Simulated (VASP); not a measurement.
Here is a VASP 6.6.1 calculation.

POSCAR

```
ZnS
1.0
    0.0000000000      2.6945077654      2.6945077654
    2.6945077654      0.0000000000      2.6945077654
    2.6945077654      2.6945077654      0.0000000000
Zn S
1 1
Direct
    0.2500000000      0.2500000000      0.2500000000
    0.0000000000      0.0000000000      0.0000000000
```

File INCAR.step1:

```
SYSTEM = ZnS
PREC = Accurate ; ENCUT = 520
ISMEAR = 0 ; SIGMA = 0.02
LREAL = .False. ; LASPH = .True.
NELM = 80 ; NBANDS = 16
GGA = PE ; ALGO = Normal
EDIFF = 1E-4 ; LWAVE = .True.
LCHARG = .False.
```

File INCAR.step2:

```
SYSTEM = ZnS
PREC = Accurate ; ENCUT = 520
EDIFF = 1E-6 ; ISMEAR = 0
SIGMA = 0.02 ; LREAL = .False.
LASPH = .True. ; NELM = 80
ALGO = Normal ; ISIF = 2
LWAVE = .False. ; LCHARG = .False.
METAGGA = R2SCAN ; LMIXTAU = .True.
NBANDS = 16 ; ISTART = 1
```

The input KPOINTS:

```
Automatic mesh
0
Gamma
  8 8 8
  0 0 0
```

Potentials or basis: VASP PAW PBE potentials, release 64 (Zn, S).

Launch:

```bash
$ cat potpaw_PBE.64/Zn/POTCAR potpaw_PBE.64/S/POTCAR > POTCAR
$ cp INCAR.step1 INCAR
$ mpirun -np 1 vasp_std > vasp.out
$ cp INCAR.step2 INCAR
$ mpirun -np 1 vasp_std > vasp.out
```

Problem. What does it give for the pressure?

Solution. 0.0 GPa.

Problem. What does it give for the band gap on the k mesh?

Solution. 2.71 eV, direct.

Caveat: the PAW data sets were made with another functional, which shifts forces and pressure a little. r2SCAN opens gaps a little over a GGA but as a rule still falls short of measured ones.
